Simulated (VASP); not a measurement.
Input of a VASP 6.6.1 run:

INCAR

```
SYSTEM = Sc
PREC = Accurate
ENCUT = 520
EDIFF = 1E-6
ISMEAR = -1
SIGMA = 0.03
LREAL = .FALSE.
LASPH = .TRUE.
NELM = 60
ALGO = Normal
ISIF = 2
LWAVE = .FALSE.
LCHARG = .FALSE.
GGA = CA
NBANDS = 18
```

File KPOINTS:

```
Automatic mesh
0
G
  13 13 7
  0 0 0
```

Contents of POSCAR:

```
Sc
1.0
    3.3087978973      0.0000000000      0.0000000000
   -1.6543989486      2.8655030350      0.0000000000
    0.0000000000      0.0000000000      5.1626400000
Sc
2
Direct
    0.3333333333      0.6666666667      0.2500000000
    0.6666666667      0.3333333333      0.7500000000
```

Potentials or basis: VASP PAW LDA potentials, release 64 (Sc_sv).

Run with:

```sh
$ cat potpaw_LDA.64/Sc_sv/POTCAR > POTCAR
$ mpirun -np 1 vasp_std > vasp.out
```

(1) What does it give for the band gap on the k mesh?

(2) Estimate the pressure.

## Answers

(1) zero (band 11 reaches 4.29 eV, above the bottom of band 12 at 2.97 eV).

(2) -4.4 GPa.

Caveat: the cell differs from its parent crystal (zz strain of -2 %).
